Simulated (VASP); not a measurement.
# Tm3BF (Pm-3m) in VASP: a series of runs, part 2 of 2

VASP 6.6.1.

### Step 3. Relaxation of cell and atoms, PBE

This run uses another cell than the first one, of 18.72 Å³/atom.

INCAR

```
SYSTEM = Tm3BF
PREC = Accurate
ENCUT = 600
EDIFF = 1E-7
ISMEAR = 0
SIGMA = 0.1
LREAL = .FALSE.
LASPH = .TRUE.
NELM = 200
ALGO = Normal
ISIF = 3
LWAVE = .FALSE.
LCHARG = .FALSE.
GGA = PE
IBRION = 2
NSW = 100
EDIFFG = -0.01
GGA_COMPAT = .FALSE.
NELMIN = 4
LMAXMIX = 6
```

KPOINTS

```
regular mesh
0
G
  8 8 8
  0 0 0
```

POSCAR

```
Tm3BF
1.0
    4.5407645971      0.0000000000      0.0000000000
    0.0000000000      4.5407645971      0.0000000000
    0.0000000000      0.0000000000      4.5407645971
Tm B F
3 1 1
Direct
    0.5000000000      0.0000000000      0.0000000000
    0.0000000000      0.5000000000      0.0000000000
    0.0000000000      0.0000000000      0.5000000000
    0.5000000000      0.5000000000      0.5000000000
    0.0000000000      0.0000000000      0.0000000000
```

Potentials or basis: VASP PAW PBE potentials, release 64 (Tm, B, F).

Run with:

```bash
$ cat potpaw_PBE.64/Tm/POTCAR potpaw_PBE.64/B/POTCAR potpaw_PBE.64/F/POTCAR > POTCAR
$ mpirun -np 1 vasp_std > vasp.out
```

OUTCAR:

```text
SYSTEM = Tm3BF
   PREC = Accurate
   ENCUT = 600
   EDIFF = 1E-7
   ISMEAR = 0
   LREAL = .FALSE.
   LASPH = .TRUE.
   NELM = 200
   ISIF = 3
   GGA = PE
   IBRION = 2
   NSW = 100
   EDIFFG = -0.01
   NELMIN = 4

 ion  position               nearest neighbor table
   1  0.500  0.000  0.000-   5 2.27   5 2.27   2 3.21   3 3.21   2 3.21   2 3.21   3 3.21   3 3.21
                             3 3.21   2 3.21
   2  0.000  0.500  0.000-   5 2.27   5 2.27   1 3.21   3 3.21   1 3.21   3 3.21   3 3.21   3 3.21
                             1 3.21   1 3.21
   3  0.000  0.000  0.500-   5 2.27   5 2.27   1 3.21   1 3.21   2 3.21   2 3.21   2 3.21   2 3.21
                             1 3.21   1 3.21
   4  0.500  0.500  0.500-
   5  0.000  0.000  0.000-   1 2.27   2 2.27   3 2.27   3 2.27   2 2.27   1 2.27

  LATTYP: Found a simple cubic cell.
 ALAT       =     4.5407645971

  Lattice vectors:

 A1 = (   4.5407645971,   0.0000000000,   0.0000000000)
 A2 = (   0.0000000000,   4.5407645971,   0.0000000000)
 A3 = (   0.0000000000,   0.0000000000,   4.5407645971)

Analysis of symmetry for initial positions (statically):
=====================================================================
 Subroutine PRICEL returns:
 Original cell was already a primitive cell.

 Routine SETGRP: Setting up the symmetry group for a
 simple cubic supercell.

 Subroutine GETGRP returns: Found 48 space group operations
 (whereof 48 operations were pure point group operations)
 out of a pool of 48 trial point group operations.

The static configuration has the point symmetry O_h .

Analysis of symmetry for dynamics (positions and initial velocities):
=====================================================================
 Subroutine PRICEL returns:
 Original cell was already a primitive cell.

 Routine SETGRP: Setting up the symmetry group for a
 simple cubic supercell.

 Subroutine GETGRP returns: Found 48 space group operations
 (whereof 48 operations were pure point group operations)
 out of a pool of 48 trial point group operations.

The dynamic configuration has the point symmetry O_h .

 Subroutine INISYM returns: Found 48 space group operations
 (whereof 48 operations are pure point group operations),
 and found     1 'primitive' translations

----------------------------------------------------------------------------------------

                                     Primitive cell

  volume of cell :      93.6240

  direct lattice vectors                    reciprocal lattice vectors
     4.540764597  0.000000000  0.000000000     0.220227228  0.000000000  0.000000000
     0.000000000  4.540764597  0.000000000     0.000000000  0.220227228  0.000000000
     0.000000000  0.000000000  4.540764597     0.000000000  0.000000000  0.220227228

  length of vectors
     4.540764597  4.540764597  4.540764597     0.220227228  0.220227228  0.220227228

  position of ions in fractional coordinates (direct lattice)
     0.500000000  0.000000000  0.000000000
     0.000000000  0.500000000  0.000000000
     0.000000000  0.000000000  0.500000000
     0.500000000  0.500000000  0.500000000
     0.000000000  0.000000000  0.000000000

  ion indices of the primitive-cell ions
   primitive index   ion index
                 1           1
                 2           2
                 3           3
                 4           4
                 5           5

----------------------------------------------------------------------------------------

 KPOINTS: regular mesh

Automatic generation of k-mesh.
 Grid dimensions read from file:
 generate k-points for:    8    8    8

 Generating k-lattice:

  Cartesian coordinates                     Fractional coordinates (reciprocal lattice)
     0.027528403  0.000000000  0.000000000     0.125000000  0.000000000  0.000000000
     0.000000000  0.027528403  0.000000000     0.000000000  0.125000000  0.000000000
     0.000000000  0.000000000  0.027528403     0.000000000  0.000000000  0.125000000

  Length of vectors
     0.027528403  0.027528403  0.027528403

  Shift w.r.t. Gamma in fractional coordinates (k-lattice)
     0.000000000  0.000000000  0.000000000

 Subroutine IBZKPT returns following result:
 ===========================================

 Found     35 irreducible k-points:

 Following reciprocal coordinates:
            Coordinates               Weight
  0.000000  0.000000  0.000000      1.000000
  0.125000  0.000000  0.000000      6.000000
  0.250000  0.000000  0.000000      6.000000
  0.375000  0.000000  0.000000      6.000000
  0.500000  0.000000  0.000000      3.000000
  0.125000  0.125000  0.000000     12.000000
[... 16 lines left out ...]
  0.375000  0.375000  0.125000     24.000000
  0.500000  0.375000  0.125000     24.000000
 [... further k-points ...]
   k-points           NKPTS =     35   k-points in BZ     NKDIM =     35   number of bands    NBANDS=     47
   number of dos      NEDOS =    301   number of ions     NIONS =      5
   total plane-waves  NPLWV =  46656
   dimension x,y,z NGX =    36 NGY =   36 NGZ =   36
   dimension x,y,z NGXF=    72 NGYF=   72 NGZF=   72
   ions per type =               3   1   1
   NGX,Y,Z   is equivalent  to a cutoff of  13.18, 13.18, 13.18 a.u.
   NGXF,Y,Z  is equivalent  to a cutoff of  26.36, 26.36, 26.36 a.u.
 SYSTEM =  Tm3BF
   PREC   = accura    normal or accurate (medium, high low for compatibility)
   ISTART =      0    job   : 0-new  1-cont  2-samecut
   ICHARG =      2    charge: 1-file 2-atom 10-const
   ISPIN  =      1    spin polarized calculation?
   LNONCOLLINEAR =      F non collinear calculations
   LSORBIT =      F    spin-orbit coupling
   LASPH  =      T    aspherical Exc in radial PAW
   ENCUT  =  600.0 eV  44.10 Ry    6.64 a.u.   9.07  9.07  9.07*2*pi/ulx,y,z
   NELM   =    200;   NELMIN=  4; NELMDL= -5     # of ELM steps
   EDIFF  = 0.1E-06   stopping-criterion for ELM
   LREAL  =      F    real-space projection
   EDIFFG = -.1E-01   stopping-criterion for IOM
   NSW    =    100    number of steps for IOM
   IBRION =      2    ionic relax: 0-MD 1-quasi-New 2-CG
   NFREE  =      1    steps in history (QN), initial steepest desc. (CG)
   ISIF   =      3    stress and relaxation
   ISYM   =      2    0-nonsym 1-usesym 2-fastsym
   POTIM  = 0.5000    time-step for ionic-motion
   TEBEG  =    0.0;   TEEND  =   0.0 temperature during run
   PSTRESS=    0.0 pullay stress
   NELECT =      79.0000    total number of electrons
   NUPDOWN=      -1.0000    fix difference up-down
   EMIN   =  10.00;   EMAX   =-10.00  energy-range for DOS
   EFERMI =   0.00;   METHOD = LEGACY
   ISMEAR =     0;   SIGMA  =   0.10  broadening in eV -4-tet -1-fermi 0-gaus
   EFERMI_NEDOS =   21; number of points for ismear=-14 and -15
   IALGO  =     38    algorithm
   IMIX   =      4    mixing-type and parameters
     AMIX     =   0.40;   BMIX     =  1.00
     AMIX_MAG =   1.60;   BMIX_MAG =  1.00
  volume/ion in A,a.u.               =      18.72       126.36
  Fermi-wavevector in a.u.,A,eV,Ry     =   1.546992  2.923392 32.561269  2.393186
  Thomas-Fermi vector in A             =   2.652149
   LORBIT       =      0    0 simple, 1 ext, 2 COOP (PROOUT), +10 PAW based schemes
   GGA     = PE    functional components
   LHFCALC =     F    Hartree Fock is set to
   AEXX    =    0.0000 exact exchange contribution
   IVDW    =     0    specifies the selected vdW correction
   LEPSILON=     F    determine dielectric tensor
   LRPA    =     F    only Hartree local field effects (RPA)
 conjugate gradient relaxation of ions
 non-spin polarized calculation
 Gauss-broadening in eV      SIGMA  =   0.10
  energy-cutoff  :      600.00
  volume of cell :       93.62
 maximum number of plane-waves:      3138
   NGX = 19   NGY = 19   NGZ = 19

--------------------------------------- Ionic step        1  -------------------------------------------

 number of electron      79.0000064 magnetization

 Free energy of the ion-electron system (eV)
  ---------------------------------------------------
  ext. energy  EPLUGINS =         0.00000000
  ---------------------------------------------------
  free energy    TOTEN  =       -22.03695036 eV

  energy without entropy =      -21.79418875  energy(sigma->0) =      -21.91556956

 E-fermi :   3.2890     XC(G=0): -11.0434

 val. band max:        3.2848377101   @ k =   0.1250   0.0000   0.0000
 cond. band min:       3.2893282794   @ k =   0.1250   0.1250   0.1250
 fundamental gap:      0.0044905692
 Fermi energy:         3.2889813758

 k-point     1 :       0.0000    0.0000    0.0000
  band No.  band energies     occupation
      1     -46.6387      2.00000
      2     -46.4884      2.00000
      3     -46.4884      2.00000
      4     -25.5710      2.00000
      5     -20.8122      2.00000
      6     -20.8122      2.00000
[... 1422 lines left out ...]
  energy  without entropy=      -21.8663098844  energy(sigma->0) =      -21.99514135

--------------------------------------- Ionic step        7  -------------------------------------------

 number of electron      78.9999943 magnetization

 Free energy of the ion-electron system (eV)
  ---------------------------------------------------
  ext. energy  EPLUGINS =         0.00000000
  ---------------------------------------------------
  free energy    TOTEN  =       -22.12404940 eV

  energy without entropy =      -21.86592407  energy(sigma->0) =      -21.99498673

 E-fermi :   2.9679     XC(G=0): -10.6680

 val. band max:        2.9625676689   @ k =   0.1250   0.1250   0.1250
 cond. band min:       2.9714746971   @ k =   0.3750   0.2500   0.2500
 fundamental gap:      0.0089070282
 Fermi energy:         2.9678926141

 k-point     1 :       0.0000    0.0000    0.0000
  band No.  band energies     occupation
      1     -46.9995      2.00000
      2     -46.8901      2.00000
      3     -46.8901      2.00000
      4     -25.4876      2.00000
      5     -21.0393      2.00000
      6     -21.0393      2.00000
[... 1223 lines left out ...]
  FREE ENERGIE OF THE ION-ELECTRON SYSTEM (eV)
  ---------------------------------------------------
  free  energy   TOTEN  =       -22.1240493993 eV

  energy  without entropy=      -21.8659240687  energy(sigma->0) =      -21.99498673

 reached required accuracy - stopping structural energy minimisation
```

Wall time 22 min (1 thread of Intel Xeon 6975P-C (Granite Rapids), shared host); peak memory 0.34 GiB.

Results:

```
Free energy                           : -22.1240 eV
Relaxed volume                        : 20.16 Å³/atom
Relaxed cell                          : a = 4.654 Å, b = 4.654 Å, c = 4.654 Å, α = 90.00°, β = 90.00°, γ = 90.00°
Space group after relaxing (to 0.1 Å) : Pm-3m (No. 221)
Energy gained by relaxing             : 17.4 meV/atom
Ionic steps                           : 7
Pressure after relaxing               : -0.1 GPa
Band gap on the k mesh                : zero (an odd number of electrons rules out a gap without spin polarisation)
```

Step by step:
| step | energy change (eV) | largest force (eV/Å) | pressure (GPa) | volume (Å³) |
| --- | --- | --- | --- | --- |
| 1 | 0.0000 | 0.0000 | 4.68 | 93.62 |
| 2 | -0.0868 | 0.0000 | -0.31 | 101.23 |
| 3 | -0.0869 | 0.0000 | 0.35 | 100.46 |
| 4 | -0.0871 | 0.0000 | 0.20 | 100.86 |
| 5 | -0.0870 | 0.0000 | -0.23 | 101.01 |
| 6 | -0.0870 | 0.0000 | 0.23 | 100.58 |
| 7 | -0.0871 | 0.0000 | -0.08 | 100.81 |

Final structure:
```
Tm B F
1.0
     4.65407    0.00000    0.00000
     0.00000    4.65407    0.00000
     0.00000    0.00000    4.65407
Tm B F
3 1 1
Direct
  0.50000 0.00000 0.00000
  0.00000 0.50000 0.00000
  0.00000 0.00000 0.50000
  0.50000 0.50000 0.50000
  0.00000 0.00000 0.00000
```

Levels at points of the mesh, in eV from the Fermi level:
```tsv
k point	band 36	band 37	band 38	band 39	band 40	band 41	band 42	band 43	band 44	band 45
(0.00, 0.00, 0.00)	-0.10	-0.10	-0.09	-0.09	-0.09	-0.06	-0.06	-0.06	0.46	1.01
(0.50, 0.00, 0.00)	-0.11	-0.10	-0.07	-0.07	0.03	0.03	0.54	1.60	2.45	2.47
(0.50, 0.50, 0.00)	-0.11	-0.10	-0.10	-0.08	-0.06	0.01	1.63	2.05	2.05	2.24
(0.50, 0.50, 0.50)	-0.06	-0.06	-0.03	0.00	0.00	0.00	0.09	0.09	0.09	2.81
```

Caveat: spin-orbit coupling is left out, which moves the levels of the heavy elements; an odd number of electrons without spin polarisation forces a metal; a magnetic or distorted state may lie lower; the run has no spin polarisation, though such a crystal can be magnetic; semilocal functionals describe open f shells poorly, which spoils levels, moments and volumes. With open d or f shells a metallic result of PBE can be an artefact of self-interaction; +U or a hybrid may open a gap.
